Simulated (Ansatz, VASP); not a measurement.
## Two plane-wave programs on Cu

The input INCAR:

```
SYSTEM = Cu
ALGO = Normal
DIPOL = 0.5 0.5 0.500
EDIFF = 1E-6
ENCUT = 520
IDIPOL = 3
ISIF = 2
ISMEAR = -1
LASPH = .TRUE.
LCHARG = .FALSE.
LDIPOL = .TRUE.
LREAL = .FALSE.
LWAVE = .FALSE.
NBANDS = 30
NELM = 100
PREC = Accurate
SIGMA = 0.08
```

The input KPOINTS:

```
k-points
0
G
  15 15 1
  0 0 0
```

POSCAR

```
Cu
1.0
    2.4874897871      0.0000000000      0.0000000000
    0.0000000000      2.4874897871      0.0000000000
    0.0000000000      0.0000000000     21.2768000000
Cu
4
Direct
    0.2500000000      0.2500000000      0.3759972672
    0.7500000000      0.7500000000      0.4586657554
    0.2500000000      0.2500000000      0.5413342441
    0.7500000000      0.7500000000      0.6240027328
```

Input for Ansatz:

```yaml
crystal:
  lattice:
    - [2.4874897871, 0.0, 0.0]
    - [0.0, 2.4874897871, 0.0]
    - [0.0, 0.0, 21.2768]
  atoms:
    - { symbol: Cu, position: [0.25, 0.25, 0.3759972672] }
    - { symbol: Cu, position: [0.75, 0.75, 0.4586657554] }
    - { symbol: Cu, position: [0.25, 0.25, 0.5413342441] }
    - { symbol: Cu, position: [0.75, 0.75, 0.6240027328] }
kpoints:
  mp_grid: { grid: [15, 15, 1] }
scf:
  occupations: { method: fermi_dirac, width: 0.08 }
hamiltonian:
  xc: lda
  pseudopotentials: { kind: paw }
output:
  forces: true
  stress: true
  eigenvalues: true
  populations: true
efield:
  axis: 3
  amplitude: 0
  dipole_correction: true
```

Alike in both runs: task single point; functional LDA; k mesh 15 × 15 × 1; occupations fermi-dirac, width 0.08 eV; no spin polarisation.

|  | VASP | Ansatz |
| --- | --- | --- |
| version | VASP 6.6.1 | Ansatz 0.2.0 |
| potentials or method | VASP PAW LDA potentials, release 64 (Cu) | PAW with Ansatz's default frozen-core files, scalar-relativistic |
| plane-wave cutoff (eV) | 520 | 420 |
| valence electrons in the cell | 44 | 76 |

|  | VASP | Ansatz | Ansatz less VASP |
| --- | --- | --- | --- |
| rms of the force components (eV/Å) | 0.134 | 0.145 | +0.0104 |

LDA's correlation is that of Perdew and Zunger in VASP and of Perdew and Wang (1992) in Ansatz. Atom by atom the forces differ by 0.016 eV/Å (rms over components). VASP's potentials hold 44 valence electrons a cell and Ansatz's 76, so a difference there can come from the potentials and not from the codes.
